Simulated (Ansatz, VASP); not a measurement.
One calculation of BaTiO3, two programs

File INCAR:

```
SYSTEM = BaTiO3
  PREC = Accurate
  ENCUT = 520
  EDIFF = 1E-8
  ISMEAR = -1
  SIGMA = 0.08
  LREAL = .FALSE.
  LASPH = .TRUE.
  NELM = 60
  ALGO = Normal
  ISIF = 2
  LWAVE = .FALSE.
  LCHARG = .FALSE.
  GGA = PS
  LEFG = .TRUE.
  NBANDS = 28
```

File KPOINTS:

```
regular mesh
0
G
  7 7 7
  0 0 0
```

File POSCAR:

```
BaTiO3
1.0
    4.0782473671      0.0000000000      0.0000000000
    0.0000000000      4.0782473671      0.0000000000
    0.0000000000      0.0000000000      4.0968043205
Ba Ti O
1 1 3
Direct
    0.0000000000      0.0000000000      0.0000000000
    0.5000000000      0.5000000000      0.4820000000
    0.5000000000      0.5000000000      0.0160000000
    0.5000000000      0.0000000000      0.5150000000
    0.0000000000      0.5000000000      0.5150000000
```

Input for Ansatz:

```yaml
crystal:
  lattice:
    - [4.0782473671, 0.0, 0.0]
    - [0.0, 4.0782473671, 0.0]
    - [0.0, 0.0, 4.0968043205]
  atoms:
    - { symbol: Ba, position: [0.0, 0.0, 0.0] }
    - { symbol: Ti, position: [0.5, 0.5, 0.482] }
    - { symbol: O, position: [0.5, 0.5, 0.016] }
    - { symbol: O, position: [0.5, 0.0, 0.515] }
    - { symbol: O, position: [0.0, 0.5, 0.515] }
kpoints:
  mp_grid: { grid: [7, 7, 7] }
scf:
  occupations: { method: fermi_dirac, width: 0.08 }
hamiltonian:
  xc: pbesol
  pseudopotentials: { kind: paw }
output:
  forces: true
  stress: true
  eigenvalues: true
  efg: { contact_densities: true }
```

Change from the starting cell: volume scaled by 1.06, PAW files.

Alike in both runs: task electric field gradients; functional PBEsol; k mesh 7 × 7 × 7; occupations fermi-dirac, width 0.08 eV; no spin polarisation.

|  | VASP | Ansatz |
| --- | --- | --- |
| version | VASP 6.6.1 | Ansatz 0.2.0 |
| potentials or method | VASP PAW PBE potentials, release 64 (Ba_sv, Ti_sv, O) | PAW with Ansatz's default frozen-core files, scalar-relativistic |
| plane-wave cutoff (eV) | 520 | 420 |
| valence electrons in the cell | 40 | 40 |

|  | VASP | Ansatz | Ansatz less VASP |
| --- | --- | --- | --- |
| pressure (GPa) | -10.4 | -11.8 | -1.47 |
| traceless stress, the component that is largest in VASP (GPa) | 0.79 | 0.75 | -0.048 |
| rms of the force components (eV/Å) | 0.222 | 0.232 | +0.0109 |
| size of Vzz on the site where it differs most (V/Å²) | 19.0 | 20.2 | +1.11 |

VASP's potentials were made for PBE, not for PBEsol. Atom by atom the forces differ by 0.014 eV/Å (rms over components).

Spin-orbit coupling is off throughout.
